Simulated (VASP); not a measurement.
# PbF2 (Fluorocronite): single point with LDA

PbF2 (Fluorocronite):

```
Pb F
1.0
     0.00000    2.94377    2.94377
     2.94377    0.00000    2.94377
     2.94377    2.94377    0.00000
Pb F
1 2
Direct
  0.00000 0.00000 0.00000
  0.75000 0.75000 0.75000
  0.25000 0.25000 0.25000
```

* Program: VASP 6.6.1
* Task: single point
* Functional: LDA
* Potentials or basis: VASP PAW LDA potentials, release 64 (Pb_d, F)
* Cutoff: 600 eV
* k mesh: 8 × 8 × 8
* Occupations: fermi-dirac, width 0.05 eV
* Spin: no spin polarisation
* Dipole correction: no
* Further INCAR settings: ALGO = Normal; EDIFF = 1e-06; NBANDS = 21

The pressure is -3.2 GPa and the band gap on the k mesh is 4.22 eV, indirect (least direct gap 4.38 eV).

Levels at points of the mesh, in eV from the valence-band top:
```tsv
k point	band 12	band 13	band 14	band 15	band 16	band 17
(0.00, 0.00, 0.00)	-2.13	-2.13	-2.13	6.59	6.59	6.59
(0.50, 0.00, 0.00)	-2.30	-2.30	-0.04	4.81	7.56	7.56
(0.50, 0.50, 0.00)	-1.68	-1.68	-0.16	4.22	7.81	7.81
```

It took 66 s on 1 thread of AMD EPYC 7R43 64-Core Processor (Zen 3) (shared host), peak memory 0.14 GiB.

Caveat: spin-orbit coupling is left out, which moves the levels of the heavy elements. A k mesh can miss the band edges.
